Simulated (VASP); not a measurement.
Write the native input for VASP 6.6.1 that does the following.

```
Task                   : single point
Functional             : LDA
Potentials or basis    : VASP PAW LDA potentials, release 64 (As_d)
Cutoff                 : 520 eV
k mesh                 : 9 × 9 × 1
Occupations            : gaussian, width 0.02 eV
Spin                   : no spin polarisation
Dipole correction      : yes
Second run             : valence_matched
Further INCAR settings : ALGO = Normal; EDIFF = 1e-06; NBANDS = 22; NELMDL = -8
```

The structure of As lies in POSCAR:

```
As
1.0
    3.5214958115      0.0000000000      0.0000000000
   -1.7607479057      3.0497048321      0.0000000000
    0.0000000000      0.0000000000     28.0000000000
As
2
Direct
    0.3333333333      0.6666666667      0.5245783052
    0.6666666667      0.3333333333      0.4754216948
```

The input as run:

INCAR

```
ALGO = Normal ; DIPOL = 0.5 0.5 0.500
EDIFF = 1E-6 ; ENCUT = 520
GGA = CA ; GGA_COMPAT = F
IDIPOL = 3 ; ISIF = 2
ISMEAR = 0 ; LASPH = T
LCHARG = F ; LDIPOL = T
LREAL = F ; LWAVE = F
NBANDS = 22 ; NELM = 120
NELMDL = -8 ; PREC = Accurate
SIGMA = 0.02
```

KPOINTS

```
k-points
0
Gamma
  9 9 1
```

Potentials or basis: VASP PAW LDA potentials, release 64 (As_d).

Run with:

```console
$ cat potpaw_LDA.64/As_d/POTCAR > POTCAR
$ mpirun -np 1 vasp_std > vasp.out
```

Results of the run:

```
Largest force          : 0.099 eV/Å
Band gap on the k mesh : 1.47 eV, indirect (least direct gap 2.10 eV)
```

Run time: 2.2 min on 1 thread of Intel(R) Xeon(R) Platinum 8488C (Sapphire Rapids) (shared host), peak memory 0.32 GiB.
